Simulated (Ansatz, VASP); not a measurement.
**SiC: VASP beside Ansatz**

Contents of INCAR:

```
PREC     = Accurate       # precision mode
ENCUT    = 520            # plane-wave cutoff, eV
EDIFF    = 1E-6           # SCF threshold, eV
ISMEAR   = 1              # smearing method
SIGMA    = 0.05           # smearing width, eV
LREAL    = F              # projectors in reciprocal space
LASPH    = T              # aspherical terms in the spheres
NELM     = 60             # most SCF steps
ALGO     = Normal         # electronic algorithm
ISIF     = 2              # what is computed and relaxed
LWAVE    = F              # write WAVECAR
LCHARG   = T              # write CHGCAR
GGA      = PE             # functional
LELF     = T              # ELF
LVHAR    = T            
NBANDS   = 11             # bands
```

KPOINTS

```
regular mesh
0
Gamma
  8 8 8
```

The input POSCAR:

```
SiC
1.0
    0.0000000000      2.1780523476      2.1780523476
    2.1780523476      0.0000000000      2.1780523476
    2.1780523476      2.1780523476      0.0000000000
Si C
1 1
Direct
    0.0000000000      0.0000000000      0.0000000000
    0.2500000000      0.2500000000      0.2500000000
```

Input for Ansatz:

```yaml
crystal:
  lattice:
    - [0.0, 2.1780523476, 2.1780523476]
    - [2.1780523476, 0.0, 2.1780523476]
    - [2.1780523476, 2.1780523476, 0.0]
  atoms:
    - { symbol: Si, position: [0.0, 0.0, 0.0] }
    - { symbol: C, position: [0.25, 0.25, 0.25] }
kpoints:
  mp_grid: { grid: [8, 8, 8] }
hamiltonian:
  xc: pbe
scf:
  occupations: { method: cold, width: 0.05 }
  n_extra_bands: 4
output:
  forces: true
  stress: true
  eigenvalues: true
```

Alike in both runs: task single point; functional PBE; k mesh 8 × 8 × 8; no spin polarisation.

|  | VASP | Ansatz |
| --- | --- | --- |
| version | VASP 6.6.1 | Ansatz 0.2.0 |
| potentials or method | VASP PAW PBE potentials, release 64 (Si, C) | plane waves |
| plane-wave cutoff (eV) | 520 | 420 |
| occupations | methfessel-paxton of order 1, width 0.05 eV | cold, width 0.05 eV |
| valence electrons in the cell | 8 | 8 |

|  | VASP | Ansatz | Ansatz less VASP |
| --- | --- | --- | --- |
| gap on the k mesh at the Fermi level (eV) | 1.35 | 1.36 | +0.003 |
| pressure (GPa) | 3.5 | 3.6 | +0.05 |
